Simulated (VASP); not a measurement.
Set up this calculation in VASP 6.6.1, as the native input.

```yaml
Task: single point
Functional: PBEsol
Potentials_or_basis: VASP PAW PBE potentials, release 64 (Ni, Al)
Cutoff: 520 eV
k_mesh: 8 × 8 × 8
Occupations: fermi-dirac, width 0.05 eV
Spin: collinear spin, ferrimagnetic start
Starting_moments: "[0.65, -0.09, 0.18, 0.0] μB"
Dipole_correction: no
Further_INCAR_settings: ALGO = Fast; EDIFF = 1e-06; NBANDS = 28
```

The structure of AlNi3 lies in POSCAR:

```
AlNi3
1.0
    3.5230547267      0.0000000000      0.0000000000
    0.0000000000      3.5230547267      0.0000000000
    0.0000000000      0.0000000000      3.5230547267
Ni Al
3 1
Direct
    0.5000000000      0.5000000000      0.0000000000
    0.5000000000      0.0000000000      0.5000000000
    0.0000000000      0.5000000000      0.5000000000
    0.0000000000      0.0000000000      0.0000000000
```

One way to write it, as run:

INCAR

```
SYSTEM = AlNi3
PREC     = Accurate       ! precision mode
ENCUT    = 520            ! plane-wave cutoff, eV
EDIFF    = 1E-6           ! SCF threshold, eV
ISMEAR   = -1             ! smearing method
SIGMA    = 0.05           ! smearing width, eV
LREAL    = .FALSE.        ! projectors in reciprocal space
LASPH    = .TRUE.         ! aspherical terms in the spheres
NELM     = 150            ! most SCF steps
ALGO     = Fast           ! electronic algorithm
ISIF     = 2              ! what is computed and relaxed
LWAVE    = .FALSE.        ! write WAVECAR
LCHARG   = .FALSE.        ! write CHGCAR
ISPIN    = 2              ! spin polarisation
MAGMOM   = 0.65 -0.09 0.18 0 ! initial moments
LORBIT   = 11             ! projections on sites
LMAXMIX  = 4              ! l up to which the mixer works
GGA      = PS             ! functional
NBANDS   = 28             ! bands
```

KPOINTS

```
Automatic mesh
0
G
  8 8 8
  0 0 0
```

Potentials or basis: VASP PAW PBE potentials, release 64 (Ni, Al).

Command:

```bash
$ cat potpaw_PBE.64/Ni/POTCAR potpaw_PBE.64/Al/POTCAR > POTCAR
$ mpirun -np 1 vasp_std > vasp.out
```

It gave:

* Pressure: -0.5 GPa
* Net moment: 0.62 μB per cell
* Site moments: Ni +0.22; Al -0.01 μB
* Valence electrons inside the program's atomic spheres: Ni 9.46; Al 0.81

Caveat: the PAW data sets were made with another functional, which shifts forces and pressure a little.

It took 8.2 min on 1 thread of Oxide Virtual Turin-like Processor (shared host), peak memory 0.29 GiB.
